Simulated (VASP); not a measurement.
# AgBr (Fm-3m) in VASP: notebook

Runs on AgBr. Level: PBEsol. Tasks: vibrations by perturbation theory.

Everything below comes from runs of VASP 6.6.1. Logs are shortened: lines on timing, memory, paths and dates and some standing lists are left out, and cuts for length are marked.

## Step 1: The cell of the first run

The structure is cubic, space group Fm-3m (No. 225). Conventional cell: a = 5.618 Å, b = 5.618 Å, c = 5.618 Å, α = 90.00°, β = 90.00°, γ = 90.00°. Ag (site symmetry m-3m) has 6 Br at 2.81 Å within 3.7 Å. Within 3.7 Å of Br (site symmetry m-3m) lie 6 Ag at 2.81 Å.

## Step 2: Vibrations by perturbation theory, PBEsol (volume scaled by 0.970)

File INCAR:

```
PREC = Accurate
ENCUT = 500
EDIFF = 1E-8
ISMEAR = 0
SIGMA = 0.01
LREAL = False
LASPH = True
NELM = 120
ALGO = Normal
ISIF = 2
LWAVE = False
LCHARG = False
GGA = PS
IBRION = 8
NSW = 1
GGA_COMPAT = False
```

File KPOINTS:

```
regular mesh
0
Gamma
  8 8 8
```

File POSCAR:

```
AgBr
1.0
    0.0000000000      2.8090196094      2.8090196094
    2.8090196094      0.0000000000      2.8090196094
    2.8090196094      2.8090196094      0.0000000000
Ag Br
1 1
Direct
    0.0000000000      0.0000000000      0.0000000000
    0.5000000000      0.5000000000      0.5000000000
```

Potentials or basis: VASP PAW PBE potentials, release 64 (Ag, Br).

Launch:

```sh
cat potpaw_PBE.64/Ag/POTCAR potpaw_PBE.64/Br/POTCAR > POTCAR
mpirun -np 1 vasp_std > vasp.out
```

OUTCAR:

```text
PREC = Accurate
   ENCUT = 500
   EDIFF = 1E-8
   ISMEAR = 0
   LREAL = False
   LASPH = True
   NELM = 120
   ISIF = 2
   GGA = PS
   IBRION = 8
   NSW = 1

 ion  position               nearest neighbor table
   1  0.000  0.000  0.000-   2 2.81   2 2.81   2 2.81   2 2.81   2 2.81   2 2.81
   2  0.500  0.500  0.500-   1 2.81   1 2.81   1 2.81   1 2.81   1 2.81   1 2.81

  LATTYP: Found a face centered cubic cell.
 ALAT       =     5.6180392188

  Lattice vectors:

 A1 = (   0.0000000000,   2.8090196094,   2.8090196094)
 A2 = (   2.8090196094,   0.0000000000,   2.8090196094)
 A3 = (   2.8090196094,   2.8090196094,   0.0000000000)

Analysis of symmetry for initial positions (statically):
=====================================================================
 Subroutine PRICEL returns:
 Original cell was already a primitive cell.

 Routine SETGRP: Setting up the symmetry group for a
 face centered cubic supercell.

 Subroutine GETGRP returns: Found 48 space group operations
 (whereof 48 operations were pure point group operations)
 out of a pool of 48 trial point group operations.

The static configuration has the point symmetry O_h .

Analysis of symmetry for dynamics (positions and initial velocities):
=====================================================================
 Subroutine PRICEL returns:
 Original cell was already a primitive cell.

 Routine SETGRP: Setting up the symmetry group for a
 face centered cubic supercell.

 Subroutine GETGRP returns: Found 48 space group operations
 (whereof 48 operations were pure point group operations)
 out of a pool of 48 trial point group operations.

The dynamic configuration has the point symmetry O_h .

 Subroutine INISYM returns: Found 48 space group operations
 (whereof 48 operations are pure point group operations),
 and found     1 'primitive' translations

----------------------------------------------------------------------------------------

                                     Primitive cell

  volume of cell :      44.3297

  direct lattice vectors                    reciprocal lattice vectors
     0.000000000  2.809019609  2.809019609    -0.177998045  0.177998045  0.177998045
     2.809019609  0.000000000  2.809019609     0.177998045 -0.177998045  0.177998045
     2.809019609  2.809019609  0.000000000     0.177998045  0.177998045 -0.177998045

  length of vectors
     3.972553629  3.972553629  3.972553629     0.308301658  0.308301658  0.308301658

  position of ions in fractional coordinates (direct lattice)
     0.000000000  0.000000000  0.000000000
     0.500000000  0.500000000  0.500000000

  ion indices of the primitive-cell ions
   primitive index   ion index
                 1           1
                 2           2

----------------------------------------------------------------------------------------

 KPOINTS: regular mesh

Automatic generation of k-mesh.
 Grid dimensions read from file:
 generate k-points for:    8    8    8

 Generating k-lattice:

  Cartesian coordinates                     Fractional coordinates (reciprocal lattice)
    -0.022249756  0.022249756  0.022249756     0.125000000  0.000000000  0.000000000
     0.022249756 -0.022249756  0.022249756     0.000000000  0.125000000  0.000000000
     0.022249756  0.022249756 -0.022249756     0.000000000  0.000000000  0.125000000

  Length of vectors
     0.038537707  0.038537707  0.038537707

  Shift w.r.t. Gamma in fractional coordinates (k-lattice)
     0.000000000  0.000000000  0.000000000

 Subroutine IBZKPT returns following result:
 ===========================================

 Found     29 irreducible k-points:

 Following reciprocal coordinates:
            Coordinates               Weight
  0.000000  0.000000  0.000000      1.000000
  0.125000  0.000000  0.000000      8.000000
  0.250000  0.000000  0.000000      8.000000
  0.375000  0.000000  0.000000      8.000000
  0.500000  0.000000  0.000000      4.000000
  0.125000  0.125000  0.000000      6.000000
[... 16 lines left out ...]
  0.500000  0.250000  0.125000     48.000000
 -0.375000  0.250000  0.125000     24.000000
 [... further k-points ...]
   k-points           NKPTS =     29   k-points in BZ     NKDIM =     29   number of bands    NBANDS=     13
   number of dos      NEDOS =    301   number of ions     NIONS =      2
   total plane-waves  NPLWV =  27000
   dimension x,y,z NGX =    30 NGY =   30 NGZ =   30
   dimension x,y,z NGXF=    60 NGYF=   60 NGZF=   60
   ions per type =               1   1
   NGX,Y,Z   is equivalent  to a cutoff of  12.55, 12.55, 12.55 a.u.
   NGXF,Y,Z  is equivalent  to a cutoff of  25.11, 25.11, 25.11 a.u.
 SYSTEM =  unknown system
   PREC   = accura    normal or accurate (medium, high low for compatibility)
   ISTART =      0    job   : 0-new  1-cont  2-samecut
   ICHARG =      2    charge: 1-file 2-atom 10-const
   ISPIN  =      1    spin polarized calculation?
   LNONCOLLINEAR =      F non collinear calculations
   LSORBIT =      F    spin-orbit coupling
   LASPH  =      T    aspherical Exc in radial PAW
   ENCUT  =  500.0 eV  36.75 Ry    6.06 a.u.   7.24  7.24  7.24*2*pi/ulx,y,z
   NELM   =    120;   NELMIN=  2; NELMDL= -5     # of ELM steps
   EDIFF  = 0.1E-07   stopping-criterion for ELM
   LREAL  =      F    real-space projection
   EDIFFG = 0.1E-06   stopping-criterion for IOM
   NSW    =      1    number of steps for IOM
   IBRION =      8    ionic relax: 0-MD 1-quasi-New 2-CG
   NFREE  =      0    steps in history (QN), initial steepest desc. (CG)
   ISIF   =      2    stress and relaxation
   ISYM   =      2    0-nonsym 1-usesym 2-fastsym
   POTIM  = 0.5000    time-step for ionic-motion
   TEBEG  =    0.0;   TEEND  =   0.0 temperature during run
   PSTRESS=    0.0 pullay stress
   NELECT =      18.0000    total number of electrons
   NUPDOWN=      -1.0000    fix difference up-down
   EMIN   =  10.00;   EMAX   =-10.00  energy-range for DOS
   EFERMI =   0.00;   METHOD = LEGACY
   ISMEAR =     0;   SIGMA  =   0.01  broadening in eV -4-tet -1-fermi 0-gaus
   EFERMI_NEDOS =   21; number of points for ismear=-14 and -15
   IALGO  =     38    algorithm
   IMIX   =      4    mixing-type and parameters
     AMIX     =   0.40;   BMIX     =  1.00
     AMIX_MAG =   1.60;   BMIX_MAG =  1.00
  volume/ion in A,a.u.               =      22.16       149.58
  Fermi-wavevector in a.u.,A,eV,Ry     =   1.212274  2.290866 19.995244  1.469609
  Thomas-Fermi vector in A             =   2.347763
   LORBIT       =      0    0 simple, 1 ext, 2 COOP (PROOUT), +10 PAW based schemes
   GGA     = PS    functional components
   LHFCALC =     F    Hartree Fock is set to
   AEXX    =    0.0000 exact exchange contribution
   IVDW    =     0    specifies the selected vdW correction
   LEPSILON=     F    determine dielectric tensor
   LRPA    =     F    only Hartree local field effects (RPA)
 non-spin polarized calculation
 Gauss-broadening in eV      SIGMA  =   0.01
  energy-cutoff  :      500.00
  volume of cell :       44.33
 maximum number of plane-waves:      1158
 NGX is ok and might be reduce to    30
   NGX = 15   NGY = 15   NGZ = 15

--------------------------------------- Ionic step        1  -------------------------------------------

 number of electron      17.9999998 magnetization

 Free energy of the ion-electron system (eV)
  ---------------------------------------------------
  ext. energy  EPLUGINS =         0.00000000
  ---------------------------------------------------
  free energy    TOTEN  =        -5.69138144 eV

  energy without entropy =       -5.69138144  energy(sigma->0) =       -5.69138144

 E-fermi :   4.3683     XC(G=0): -10.4177

 val. band max:        4.3238822991   @ k =   0.5000   0.0000   0.0000
 cond. band min:       4.8228321674   @ k =   0.0000   0.0000   0.0000
 fundamental gap:      0.4989498683
 Fermi energy:         4.3682655538

 k-point     1 :       0.0000    0.0000    0.0000
  band No.  band energies     occupation
      1     -11.2310      2.00000
      2       1.1985      2.00000
      3       1.1985      2.00000
      4       1.1985      2.00000
      5       1.2001      2.00000
      6       1.2001      2.00000
      7       2.1345      2.00000
      8       2.1345      2.00000
      9       2.1345      2.00000
     10       4.8228      0.00000
     11      14.1165      0.00000
     12      14.1165      0.00000
     13      14.1165      0.00000
[... 354 lines left out ...]
  band No.  band energies     occupation
      1     -10.6428      2.00000
      2      -1.1177      2.00000
      3      -0.2521      2.00000
      4      -0.1955      2.00000
      5       1.5113      2.00000
      6       1.5755      2.00000
      7       1.8849      2.00000
      8       2.9712      2.00000
      9       3.6029      2.00000
     10       8.7965      0.00000
     11       9.3110      0.00000
     12      12.0309      0.00000
     13      12.2014      0.00000

 [... further k-points ...]
[... 5 lines left out ...]
  --------------------------------------------------------------------------------------
  -------------------------------------------------------------------------------------
  Total        0.4602317      0.4602317      0.4602317     -0.0000000     -0.0000000     -0.0000000
  in kB       16.6338492     16.6338492     16.6338492     -0.0000000     -0.0000000     -0.0000000
  external PRESSURE =      16.6338492 kB  Pullay stress =       0.0000000 kB

 VOLUME and BASIS-vectors are now :
 -----------------------------------------------------------------------------
  energy-cutoff  :      500.00
  volume of cell :       44.33
      direct lattice vectors                 reciprocal lattice vectors
     0.000000000  2.809019609  2.809019609    -0.177998045  0.177998045  0.177998045
     2.809019609  0.000000000  2.809019609     0.177998045 -0.177998045  0.177998045
     2.809019609  2.809019609  0.000000000     0.177998045  0.177998045 -0.177998045

 POSITION                                       TOTAL-FORCE (eV/Angst)
 -----------------------------------------------------------------------------------
      0.00000      0.00000      0.00000         0.000000     -0.000000      0.000000
      2.80902      2.80902      2.80902        -0.000000      0.000000     -0.000000
 -----------------------------------------------------------------------------------
    total drift:                               -0.000000      0.000000      0.000000

  FREE ENERGIE OF THE ION-ELECTRON SYSTEM (eV)
  ---------------------------------------------------
  free  energy   TOTEN  =        -5.6913814384 eV

  energy  without entropy=       -5.6913814384  energy(sigma->0) =       -5.69138144

[... ionic steps 2 to 3 ...]

--------------------------------------- Ionic step        4  -------------------------------------------

------------------------ aborting loop because EDIFF is reached ----------------------------------------

[... ionic steps 5 to 6 ...]

--------------------------------------- Ionic step        7  -------------------------------------------

 Free energy of the ion-electron system (eV)
  ---------------------------------------------------
  ---------------------------------------------------
  free energy    TOTEN  =        -0.13536509 eV

  energy without entropy =       -0.13536509

------------------------ aborting loop because EDIFF is reached ----------------------------------------

 INTERNAL STRAIN TENSOR  FOR ION    2  DIRECTION 1   (eV/Angst):
 -----------------------------------------------------------------------------
     0.02184 -0.00000 -0.00000
     0.00000  0.01053  0.00000
    -0.00000  0.00000  0.01053

 INTERNAL STRAIN TENSOR FOR ION    2 for displacements in x,y,z  (eV/Angst):
          X           Y           Z          XY          YZ          ZX
  --------------------------------------------------------------------------------
  x     0.00000     0.00000     0.00000     0.00000     0.00000     0.00000
  y     0.00000     0.00000     0.00000     0.00000     0.00000     0.00000
  z     0.00000     0.00000     0.00000     0.00000     0.00000     0.00000

 SECOND DERIVATIVES (NOT SYMMETRIZED)
 ------------------------------------
               1X          1Y          1Z          2X          2Y          2Z
  1X    -1.596974    0.000000    0.000000    1.596974    0.000000    0.000000
  1Y     0.000000   -1.596974    0.000000    0.000000    1.596974    0.000000
  1Z     0.000000    0.000000   -1.596974    0.000000    0.000000    1.596974
  2X     1.616949    0.000000    0.000000   -1.616949    0.000000    0.000000
  2Y     0.000000    1.616949    0.000000    0.000000   -1.616949    0.000000
  2Z     0.000000    0.000000    1.616949    0.000000    0.000000   -1.616949

 Eigenvectors and eigenvalues of the dynamical matrix
 ----------------------------------------------------

   1 f  =    2.926451 THz    18.387433 2PiTHz   97.615893 cm-1    12.102823 meV
             X         Y         Z           dx          dy          dz
      0.000000  0.000000  0.000000     0.000000    0.650002    0.000000
      2.809020  2.809020  2.809020     0.000000   -0.759932    0.000000
[... 21 lines left out ...]
   6 f/i=    0.008984 THz     0.056450 2PiTHz    0.299685 cm-1     0.037156 meV
             X         Y         Z           dx          dy          dz
      0.000000  0.000000  0.000000     0.000000    0.000000    0.759932
      2.809020  2.809020  2.809020     0.000000    0.000000    0.650002

--------------------------------------------------------------------------------------------------------

 ELASTIC MODULI CONTR FROM IONIC RELAXATION (kBar)
 Direction    XX          YY          ZZ          XY          YZ          ZX
 --------------------------------------------------------------------------------
 XX           0.0000      0.0000      0.0000      0.0000      0.0000      0.0000
 YY           0.0000      0.0000      0.0000      0.0000      0.0000      0.0000
 ZZ           0.0000      0.0000      0.0000      0.0000      0.0000      0.0000
 XY           0.0000      0.0000      0.0000      0.0000      0.0000      0.0000
 YZ           0.0000      0.0000      0.0000      0.0000      0.0000      0.0000
 ZX           0.0000      0.0000      0.0000      0.0000      0.0000      0.0000
 --------------------------------------------------------------------------------
```

It took 83 s on 1 thread of Intel Xeon 6975P-C (Granite Rapids), shared host; peak memory 0.25 GiB.

What came out:

- Highest phonon frequency at Γ, LO-TO splitting left out: 98 cm⁻¹

Phonon frequencies in cm⁻¹ (negative: imaginary):
```csv
q point,frequencies
"(0.000, 0.000, 0.000)",0 0 0 98 98 98
```

Caveat: the cell wasn't relaxed at this level first, which shifts response properties; the PAW data sets were made with another functional, which shifts forces and pressure a little.

(Continued in part 2 of 2.)
